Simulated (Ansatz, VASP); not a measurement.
# Two plane-wave programs on Cr

INCAR

```
SYSTEM = Cr
  PREC = Accurate
  ENCUT = 520
  EDIFF = 1E-6
  ISMEAR = -1
  SIGMA = 0.05
  LREAL = .FALSE.
  LASPH = .TRUE.
  NELM = 150
  ALGO = Normal
  ISIF = 2
  LWAVE = .FALSE.
  LCHARG = .FALSE.
  ISPIN = 2
  MAGMOM = 2.902 -2.902
  LORBIT = 11
  LMAXMIX = 4
  GGA = RE
  NBANDS = 23
```

KPOINTS

```
regular mesh
0
G
  11 11 11
  0 0 0
```

POSCAR

```
Cr
1.0
    0.0000000000      2.6602350953      2.6602350953
    2.6602350953      0.0000000000      2.6602350953
    2.6602350953      2.6602350953      0.0000000000
Cr
2
Direct
    0.1250000000      0.1250000000      0.1250000000
    0.8750000000      0.8750000000      0.8750000000
```

Input for Ansatz:

```yaml
crystal:
  lattice:
    - [0.0, 2.6602350953, 2.6602350953]
    - [2.6602350953, 0.0, 2.6602350953]
    - [2.6602350953, 2.6602350953, 0.0]
  atoms:
    - { symbol: Cr, position: [0.125, 0.125, 0.125], spin: 2.902 }
    - { symbol: Cr, position: [0.875, 0.875, 0.875], spin: -2.902 }
hamiltonian:
  xc: revpbe
  pseudopotentials:
    kind: paw
    azcp:
      Cr: "pseudopotentials/Cr.paw.azcp"
basis:
  ecutwfc: 420
  fft_grid_basis: typed
kpoints:
  mp_grid: { grid: [11, 11, 11], shift: [0, 0, 0] }
magnetization:
  spin_polarized: true
scf:
  occupations: { method: fermi_dirac, width: 0.05 }
  lower_state_search: "off"
output:
  stress: true
```

Alike in both runs: task single point; functional revPBE; k mesh 11 × 11 × 11; occupations fermi-dirac, width 0.05 eV; collinear spin.

|  | VASP | Ansatz |
| --- | --- | --- |
| version | VASP 6.6.1 | Ansatz 0.2.0 |
| potentials or method | VASP PAW PBE potentials, release 64 (Cr_pv), cutoff 520 eV | plane waves (420 eV) with PAW, scalar-relativistic |
| valence electrons in the cell | 24 | 28 |

```csv
,VASP,Ansatz,Ansatz less VASP
pressure (GPa),4.8,4.5,-0.27
net moment per atom (μB),0.00,0.00,0.000
size of the moment on the site where the two differ most (μB),2.79,2.53,-0.252
```

VASP's potentials were made for PBE, not for revPBE. Site moments also hang on the region over which each program counts them. VASP's potentials hold 24 valence electrons a cell and Ansatz's 28, so a difference there can come from the potentials and not from the codes.
